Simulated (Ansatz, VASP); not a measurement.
**Al2Cu in VASP and in Ansatz**

```xyz
6
Lattice="-3.0004 3.0170 2.3864 3.0196 -2.9961 2.3843 2.9254 2.9211 -2.3605" Properties=species:S:1:pos:R:3 pbc="T T T"
Al    3.9159    0.9121    0.0114
Al    2.0096    0.9157    2.3791
Al   -0.9707    2.0603    2.4155
Al    0.9241    2.0124    0.0173
Cu    0.0142    0.0211    3.5763
Cu    0.0154   -0.0165    1.1916
```

Change from the starting cell: cell sheared at random, sigma 0.01, atoms nudged by 0.01 Å.

Alike in both runs: task single point; functional LDA; k mesh 10 × 10 × 10; occupations gaussian, width 0.15 eV; no spin polarisation.

|  | VASP | Ansatz |
| --- | --- | --- |
| version | VASP 6.6.1 | Ansatz 0.2.0 |
| potentials or method | VASP PAW LDA potentials, release 64 (Al, Cu), cutoff 520 eV | scalar-relativistic, plane waves, PAW |
| valence electrons in the cell | 34 | 50 |

|  | VASP | Ansatz | Ansatz less VASP |
| --- | --- | --- | --- |
| gap on the k mesh at the Fermi level (eV) | none | none | - |
| pressure (GPa) | 0.6 | 0.2 | -0.41 |
| traceless stress, the component that is largest in VASP (GPa) | 1.94 | 1.94 | -0.003 |
| rms of the force components (eV/Å) | 0.107 | 0.106 | -0.0014 |

LDA's correlation is that of Perdew and Zunger in VASP and of Perdew and Wang (1992) in Ansatz. Atom by atom the forces differ by 0.002 eV/Å (rms over components). A gap of «none» marks a metal or a gap that the smearing closes. VASP's potentials hold 34 valence electrons a cell and Ansatz's 50, so a difference there can come from the potentials and not from the codes.
